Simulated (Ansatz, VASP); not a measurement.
Pt: VASP beside Ansatz

File INCAR:

```
SYSTEM = Pt
PREC = Accurate ; ENCUT = 500
EDIFF = 1E-6 ; ISMEAR = -1
SIGMA = 0.05 ; LREAL = .False.
LASPH = .True. ; NELM = 200
ALGO = Normal ; ISIF = 2
LWAVE = .False. ; LCHARG = .False.
MAGMOM = 0 0 0 ; LORBIT = 11
LSORBIT = .True. ; GGA_COMPAT = .False.
LORBMOM = .True. ; LMAXMIX = 4
GGA = PS ; NBANDS = 21
```

The input KPOINTS:

```
Automatic mesh
0
Gamma
  12 12 12
  0 0 0
```

File POSCAR:

```
Pt
1.0
   -1.5842200000      1.5842200000      1.5842200000
    1.5842200000     -1.5842200000      1.5842200000
    1.5842200000      1.5842200000     -1.5842200000
Pt
1
Direct
    0.0000000000      0.0000000000      0.0000000000
```

Contents of input.yaml:

```yaml
crystal:
  lattice:
    - [-1.58422, 1.58422, 1.58422]
    - [1.58422, -1.58422, 1.58422]
    - [1.58422, 1.58422, -1.58422]
  atoms:
    - { symbol: Pt, position: [0.0, 0.0, 0.0] }
hamiltonian:
  xc: pbesol
  pseudopotentials: { kind: paw_fr }
magnetization:
  noncollinear: true
  spin_orbit: true
kpoints:
  mp_grid: { grid: [12, 12, 12] }
  band_path:
    path:
      - [[0.0, 0.0, 0.0], [0.5, -0.5, 0.5], [0.0, 0.0, 0.5], [0.0, 0.0, 0.0], [0.25, 0.25, 0.25], [0.5, -0.5, 0.5]]
      - [[0.25, 0.25, 0.25], [0.0, 0.0, 0.5]]
    npoints: 14
scf:
  occupations: { method: fermi_dirac, width: 0.05 }
  n_extra_bands: 6
output:
  forces: true
  stress: true
  eigenvalues: true
  fatbands: false
```

Alike in both runs: functional PBEsol; k mesh 12 × 12 × 12; occupations fermi-dirac, width 0.05 eV; non-collinear spin, spin-orbit coupling.

```csv
,VASP,Ansatz
version,VASP 6.6.1,Ansatz 0.2.0
potentials or method,"VASP PAW PBE potentials, release 64 (Pt)",Ansatz PAW
plane-wave cutoff (eV),500,420
valence electrons in the cell,10,18
task,single point,band structure
```

```csv
,VASP,Ansatz,Ansatz less VASP
pressure (GPa),-10.9,-10.8,+0.05
net moment per atom (μB),0.00,0.00,0.000
```

VASP's potentials were made for PBE, not for PBEsol. With one functional, cell and mesh, what is left measures potentials, basis and numerics. VASP's potentials hold 10 valence electrons a cell and Ansatz's 18, so a difference there can come from the potentials and not from the codes.
